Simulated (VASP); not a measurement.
# H7C2O in VASP: notebook

The runs below take H7C2O through single point, with r2SCAN+D3(BJ).

Everything below comes from runs of VASP 6.6.1. Logs are shortened: lines on timing, memory, paths and dates and some standing lists are left out, and cuts for length are marked.

## (1) The cell of the first run

The cell holds a disordered packing, 40 atoms: a = 8.206 Å, b = 8.213 Å, c = 8.258 Å, α = 90.00°, β = 90.00°, γ = 90.00°.

## (2) Single point, r2SCAN+D3(BJ)

POSCAR reads:

```
H7C2O
1.0
    8.2058770000      0.0000000000      0.0000000000
    0.0000000000      8.2128300000      0.0000000000
    0.0000000000      0.0000000000      8.2581590000
O C H
4 8 28
Direct
    0.6668878902      0.2236987737      0.8607850733
    0.8228127231      0.3677295159      1.0305928961
    0.3964841296      0.5945940681      0.5095687792
    0.4250977683      0.6155856142      0.7801859955
    0.6998764422      0.3554560365      0.9554550839
    0.3582919900      0.6610510628      0.6566354559
    0.6784162132     -0.0717170573      0.5687345085
    0.7495116000      0.8159428601      0.0372480113
    0.9439210459      0.4938614339      0.6479410241
    0.2241198595      0.1955233458      0.1709339818
    0.6561151233      0.3349271810      0.4114839639
    0.2400352820      0.1111797030      0.7071551904
    0.7561653678      0.1540151202      0.8829813037
    0.6089050567      0.4426854081      0.9474750971
    0.4880526481      0.5219151011      0.5192077314
    0.2520998060      0.7385274016      0.6505324007
    0.5725530617     -0.0052600626      0.5140249782
    0.7818055279      0.0118473169      0.5664700813
    0.7080778813     -0.1777341063      0.4989731973
    0.6657423698     -0.1070033107      0.6908682674
    0.8269804678      0.8384564151     -0.0645543395
    0.8181331502      0.7509956982      0.1252216142
    0.6436240758      0.7412061372      0.0051827532
    0.7107710730      0.9253083286      0.0914973906
    1.0522945933      0.5342859891      0.7072278458
    0.8847805055      0.3951743796      0.7085961895
    0.9700730342      0.4553485218      0.5190260929
    0.8598349695      0.5978207268      0.6397067434
    0.1761420504      0.1267894258      0.2666211682
    0.1254466768      0.2227246881      0.0845345797
    0.3338704687      0.1521156532      0.1147471246
    0.2618367299      0.3162247362      0.1989426457
    0.6730907617      0.4667575002      0.3913463037
    0.6474384152      0.3040243132      0.5461871102
    0.7558728945      0.2806340811      0.3534080659
    0.5471444429      0.2929806169      0.3511436387
    0.2713786717      0.0303671207      0.8074196682
    0.3529787249      0.1322930098      0.6328286970
    0.2044022839      0.2386144605      0.7525284994
    0.1318323441      0.0542443957      0.6511499718
```

INCAR.step1 reads:

```
SYSTEM = H7C2O
PREC = Accurate
ENCUT = 910
ISMEAR = -1
SIGMA = 0.02
LREAL = Auto
LASPH = .True.
NELM = 120
NBANDS = 68
GGA = PE
ALGO = Normal
EDIFF = 1E-5
LWAVE = .True.
LCHARG = .False.
GGA_COMPAT = .False.
```

INCAR.step2 reads:

```
SYSTEM = H7C2O
PREC = Accurate
ENCUT = 910
EDIFF = 1E-6
ISMEAR = -1
SIGMA = 0.02
LREAL = Auto
LASPH = .True.
NELM = 120
ALGO = Normal
ISIF = 2
LWAVE = .False.
LCHARG = .False.
METAGGA = R2SCAN
LMIXTAU = .True.
IVDW = 12
VDW_S6 = 1.0
VDW_S8 = 0.78981345
VDW_A1 = 0.49484001
VDW_A2 = 5.73083694
NBANDS = 68
ISTART = 1
GGA_COMPAT = .False.
```

KPOINTS reads:

```
regular mesh
0
Gamma
  1 1 1
  0 0 0
```

Potentials or basis: VASP PAW PBE potentials, release 64 (O_h, C_h, H_h).

On the command line:

```sh
$ cat potpaw_PBE.64/O_h/POTCAR potpaw_PBE.64/C_h/POTCAR potpaw_PBE.64/H_h/POTCAR > POTCAR
$ cp INCAR.step1 INCAR
$ mpirun -np 1 vasp_gam > vasp.out
$ cp INCAR.step2 INCAR
$ mpirun -np 1 vasp_gam > vasp.out
```

OUTCAR:

```text
SYSTEM = H7C2O
   PREC = Accurate
   ENCUT = 910
   EDIFF = 1E-6
   ISMEAR = -1
   LREAL = Auto
   LASPH = .True.
   NELM = 120
   ISIF = 2
   METAGGA = R2SCAN
   IVDW = 12
   ISTART = 1
 IVDW          = 12

 ion  position               nearest neighbor table
   1  0.667  0.224  0.861-  13 0.95   5 1.36
   2  0.823  0.368  0.031-   5 1.19
   3  0.396  0.595  0.510-  15 0.96   6 1.37
   4  0.425  0.616  0.780-   6 1.22
   5  0.700  0.355  0.955-  14 1.04   2 1.19   1 1.36
   6  0.358  0.661  0.657-  16 1.08   4 1.22   3 1.37
   7  0.678  0.928  0.569-  20 1.05  19 1.07  18 1.09  17 1.12
   8  0.750  0.816  0.037-  24 1.05  22 1.06  21 1.07  23 1.10
   9  0.944  0.494  0.648-  25 1.07  26 1.07  28 1.10  27 1.13
  10  0.224  0.196  0.171-  29 1.05  32 1.06  31 1.07  30 1.10
  11  0.656  0.335  0.411-  35 1.05  36 1.08  33 1.10  34 1.14
  12  0.240  0.111  0.707-  37 1.09  40 1.10  38 1.13  39 1.15
  13  0.756  0.154  0.883-   1 0.95
  14  0.609  0.443  0.947-   5 1.04
  15  0.488  0.522  0.519-   3 0.96
  16  0.252  0.739  0.651-   6 1.08
  17  0.573  0.995  0.514-   7 1.12
  18  0.782  0.012  0.566-   7 1.09
[... 20 lines left out ...]
  39  0.204  0.239  0.753-  12 1.15
  40  0.132  0.054  0.651-  12 1.10

  LATTYP: Found a simple orthorhombic cell.
 ALAT       =     8.2058770000
 B/A-ratio  =     1.0008473195
 C/A-ratio  =     1.0063712873

  Lattice vectors:

 A1 = (   8.2058770000,   0.0000000000,   0.0000000000)
 A2 = (   0.0000000000,   8.2128300000,   0.0000000000)
 A3 = (   0.0000000000,   0.0000000000,   8.2581590000)

Analysis of symmetry for initial positions (statically):
=====================================================================
 Subroutine PRICEL returns:
 Original cell was already a primitive cell.

 Routine SETGRP: Setting up the symmetry group for a
 simple orthorhombic supercell.

 Subroutine GETGRP returns: Found  1 space group operations
 (whereof  1 operations were pure point group operations)
 out of a pool of  8 trial point group operations.

The static configuration has the point symmetry C_1 .

Analysis of symmetry for dynamics (positions and initial velocities):
=====================================================================
 Subroutine PRICEL returns:
 Original cell was already a primitive cell.

 Routine SETGRP: Setting up the symmetry group for a
 simple orthorhombic supercell.

 Subroutine GETGRP returns: Found  1 space group operations
 (whereof  1 operations were pure point group operations)
 out of a pool of  8 trial point group operations.

The dynamic configuration has the point symmetry C_1 .

 Subroutine INISYM returns: Found  1 space group operations
 (whereof  1 operations are pure point group operations),
 and found     1 'primitive' translations

----------------------------------------------------------------------------------------

                                     Primitive cell

  volume of cell :     556.5460

  direct lattice vectors                    reciprocal lattice vectors
     8.205877000  0.000000000  0.000000000     0.121863879  0.000000000  0.000000000
     0.000000000  8.212830000  0.000000000     0.000000000  0.121760709  0.000000000
     0.000000000  0.000000000  8.258159000     0.000000000  0.000000000  0.121092365

  length of vectors
     8.205877000  8.212830000  8.258159000     0.121863879  0.121760709  0.121092365

  position of ions in fractional coordinates (direct lattice)
     0.666887890  0.223698774  0.860785073
     0.822812723  0.367729516  0.030592896
     0.396484130  0.594594068  0.509568779
     0.425097768  0.615585614  0.780185995
     0.699876442  0.355456037  0.955455084
     0.358291990  0.661051063  0.656635456
[... 32 lines left out ...]
     0.204402284  0.238614461  0.752528499
     0.131832344  0.054244396  0.651149972

  ion indices of the primitive-cell ions
   primitive index   ion index
                 1           1
                 2           2
                 3           3
                 4           4
                 5           5
                 6           6
[... 32 lines left out ...]
                39          39
                40          40

----------------------------------------------------------------------------------------

 KPOINTS: regular mesh

Automatic generation of k-mesh.
 Grid dimensions read from file:
 generate k-points for:    1    1    1

 Generating k-lattice:

  Cartesian coordinates                     Fractional coordinates (reciprocal lattice)
     0.121863879  0.000000000  0.000000000     1.000000000  0.000000000  0.000000000
     0.000000000  0.121760709  0.000000000     0.000000000  1.000000000  0.000000000
     0.000000000  0.000000000  0.121092365     0.000000000  0.000000000  1.000000000

  Length of vectors
     0.121863879  0.121760709  0.121092365

  Shift w.r.t. Gamma in fractional coordinates (k-lattice)
     0.000000000  0.000000000  0.000000000

 Subroutine IBZKPT returns following result:
 ===========================================

 Found      1 irreducible k-points:

 Following reciprocal coordinates:
            Coordinates               Weight
  0.000000  0.000000  0.000000      1.000000
   k-points           NKPTS =      1   k-points in BZ     NKDIM =      1   number of bands    NBANDS=     68
   number of dos      NEDOS =    301   number of ions     NIONS =     40
   total plane-waves  NPLWV = 592704
   dimension x,y,z NGX =    84 NGY =   84 NGZ =   84
   dimension x,y,z NGXF=   168 NGYF=  168 NGZF=  168
   ions per type =               4   8  28
   NGX,Y,Z   is equivalent  to a cutoff of  17.02, 17.00, 16.91 a.u.
   NGXF,Y,Z  is equivalent  to a cutoff of  34.04, 34.01, 33.82 a.u.
 SYSTEM =  H7C2O
   PREC   = accura    normal or accurate (medium, high low for compatibility)
   ISTART =      1    job   : 0-new  1-cont  2-samecut
   ICHARG =      0    charge: 1-file 2-atom 10-const
   ISPIN  =      1    spin polarized calculation?
   LNONCOLLINEAR =      F non collinear calculations
   LSORBIT =      F    spin-orbit coupling
   LASPH  =      T    aspherical Exc in radial PAW
   ENCUT  =  910.0 eV  66.88 Ry    8.18 a.u.  20.18 20.20 20.31*2*pi/ulx,y,z
   NELM   =    120;   NELMIN=  2; NELMDL=  0     # of ELM steps
   EDIFF  = 0.1E-05   stopping-criterion for ELM
   LREAL  =      T    real-space projection
   EDIFFG = 0.1E-04   stopping-criterion for IOM
   NSW    =      0    number of steps for IOM
   IBRION =     -1    ionic relax: 0-MD 1-quasi-New 2-CG
   NFREE  =      0    steps in history (QN), initial steepest desc. (CG)
   ISIF   =      2    stress and relaxation
   ISYM   =      2    0-nonsym 1-usesym 2-fastsym
   POTIM  = 0.5000    time-step for ionic-motion
   TEBEG  =    0.0;   TEEND  =   0.0 temperature during run
   PSTRESS=    0.0 pullay stress
   NELECT =      84.0000    total number of electrons
   NUPDOWN=      -1.0000    fix difference up-down
   EMIN   =  10.00;   EMAX   =-10.00  energy-range for DOS
   EFERMI =   0.00;   METHOD = LEGACY
   ISMEAR =    -1;   SIGMA  =   0.02  broadening in eV -4-tet -1-fermi 0-gaus
   EFERMI_NEDOS =   21; number of points for ismear=-14 and -15
   IALGO  =     38    algorithm
   IMIX   =      4    mixing-type and parameters
     AMIX     =   0.40;   BMIX     =  1.00
     AMIX_MAG =   1.60;   BMIX_MAG =  1.00
  volume/ion in A,a.u.               =      13.91        93.89
  Fermi-wavevector in a.u.,A,eV,Ry     =   0.871634  1.647150 10.336973  0.759746
  Thomas-Fermi vector in A             =   1.990770
   LORBIT       =      0    0 simple, 1 ext, 2 COOP (PROOUT), +10 PAW based schemes
   METAGGA = R2SCAN    functional components
   LHFCALC =     F    Hartree Fock is set to
   AEXX    =    0.0000 exact exchange contribution
   IVDW    =    12    specifies the selected vdW correction
   LEPSILON=     F    determine dielectric tensor
   LRPA    =     F    only Hartree local field effects (RPA)
 non-spin polarized calculation
  energy-cutoff  :      910.00
  volume of cell :      556.55
 maximum number of plane-waves:     17345
 NGX is ok and might be reduce to    84
   NGX = 41   NGY = 41   NGZ = 41

 number of electron      83.9999999 magnetization

 Free energy of the ion-electron system (eV)
  ---------------------------------------------------
  ext. energy  EPLUGINS =         0.00000000
  ---------------------------------------------------
  free energy    TOTEN  =      -215.42809235 eV

  energy without entropy =     -215.42809235  energy(sigma->0) =     -215.42809235

 E-fermi :  -4.3005     XC(G=0):  -5.4977

 val. band max:       -4.7913546202   @ k =   0.0000   0.0000   0.0000
 cond. band min:       0.7775036781   @ k =   0.0000   0.0000   0.0000
 fundamental gap:      5.5688582983
 Fermi energy:        -4.3004820915

 k-point     1 :       0.0000    0.0000    0.0000
  band No.  band energies     occupation
      1     -27.2840      2.00000
      2     -26.8725      2.00000
      3     -24.9334      2.00000
      4     -24.6030      2.00000
      5     -16.1192      2.00000
      6     -15.8869      2.00000
[... 46 lines left out ...]
     53       4.1979      0.00000
     54       4.3164      0.00000
 [bands above 54 left out]

------------------------ aborting loop because EDIFF is reached ----------------------------------------

 Edisp (eV)   -0.55753

 E8    (eV) :    -0.0870

  FORCE on cell =-STRESS in cart. coord.  units (eV):
  Direction    XX          YY          ZZ          XY          YZ          ZX
  --------------------------------------------------------------------------------------
  -------------------------------------------------------------------------------------
  Total       1.44325     0.20738    -0.58837    -2.34618     0.33790     0.47838
  in kB       4.15482     0.59700    -1.69378    -6.75417     0.97275     1.37716
  external pressure =        1.02 kB  Pullay stress =        0.00 kB

 VOLUME and BASIS-vectors are now :
 -----------------------------------------------------------------------------
  energy-cutoff  :      910.00
  volume of cell :      556.55
      direct lattice vectors                 reciprocal lattice vectors
     8.205877000  0.000000000  0.000000000     0.121863879  0.000000000  0.000000000
     0.000000000  8.212830000  0.000000000     0.000000000  0.121760709  0.000000000
     0.000000000  0.000000000  8.258159000     0.000000000  0.000000000  0.121092365

 POSITION                                       TOTAL-FORCE (eV/Angst)
 -----------------------------------------------------------------------------------
      5.47240      1.83720      7.10850        -0.887627      1.127514      0.292117
      6.75190      3.02010      0.25264         0.814606      0.118268      0.795573
      3.25350      4.88330      4.20810        -1.031065      1.452626      0.480948
      3.48830      5.05570      6.44290        -0.499409      0.943317     -0.695861
      5.74310      2.91930      7.89030         0.808798     -1.675195     -0.766520
      2.94010      5.42910      5.42260         1.383445     -2.676715      0.128929
[... 32 lines left out ...]
      1.67730      1.95970      6.21450         0.305435     -1.685038     -0.273004
      1.08180      0.44550      5.37730         0.699983      0.431777     -0.450620
 -----------------------------------------------------------------------------------
    total drift:                               -0.001218     -0.000578     -0.003758

  FREE ENERGIE OF THE ION-ELECTRON SYSTEM (eV)
  ---------------------------------------------------
  free  energy   TOTEN  =      -215.9856177096 eV

  energy  without entropy=     -215.9856177096  energy(sigma->0) =     -215.98561771
```

Wall time 6.9 min (1 thread of AMD EPYC 9R45 (Zen 5), shared host); peak memory 1.2 GiB.

Results:

| Property | Result |
| --- | --- |
| Free energy | -215.9856 eV |
| Pressure | 0.1 GPa |
| Largest force | 3.016 eV/Å |
| Band gap on the k mesh | 5.57 eV |
| Dispersion energy per atom | -0.014 eV |

Forces on the atoms (eV/Å):
```
O   -0.888  1.128  0.292
O    0.815  0.118  0.796
O   -1.031  1.453  0.481
O   -0.499  0.943 -0.696
C    0.809 -1.675 -0.767
C    1.383 -2.677  0.129
C   -0.023  1.302 -1.170
C   -0.502 -1.027 -0.255
C   -0.461  0.431 -2.103
C   -0.323  1.400 -1.882
C   -0.980  0.824  1.677
C    0.101  1.434  0.396
H    0.888 -1.060 -0.030
H   -1.743  1.457 -0.176
H    0.253 -0.223  0.337
H   -0.116  0.553 -0.222
H    0.660 -0.733  0.696
H    0.036 -0.031 -0.218
H    0.060 -0.362 -0.444
H   -0.732 -0.249  1.107
H    0.227  0.082 -0.585
H    0.560 -0.523  0.597
H    0.220  0.291 -0.162
H   -0.486  1.195  0.405
H    0.526 -0.083  0.385
H   -0.037 -0.363  0.352
H   -0.016  0.329  1.226
H    0.110 -0.276  0.129
H   -0.094 -0.655  1.197
H    0.401 -0.643 -0.083
H    0.001 -0.995 -0.387
H    0.013  0.923  1.183
H   -0.198 -0.397  0.165
H    0.299  0.350 -1.573
H    1.251 -0.848 -0.306
H   -0.366  0.032 -0.098
H    0.141  0.394  0.158
H   -1.264 -0.563  0.173
H    0.305 -1.685 -0.273
H    0.700  0.432 -0.451
```

Stress tensor (GPa, compression positive):
```
 0.42 -0.68  0.14
-0.68  0.06  0.10
 0.14  0.10 -0.17
```

Caveat: the k points lie up to 0.77 Å⁻¹ apart; the cutoff is under 1.25 times the usual one of these potentials, so pressure, stress and relaxed cells hold a basis-set (Pulay) error; the atoms stand as in a frame of molecular dynamics; the PAW data sets were made with another functional, which shifts forces and pressure a little.

(Part 1 of 2 ends here.)
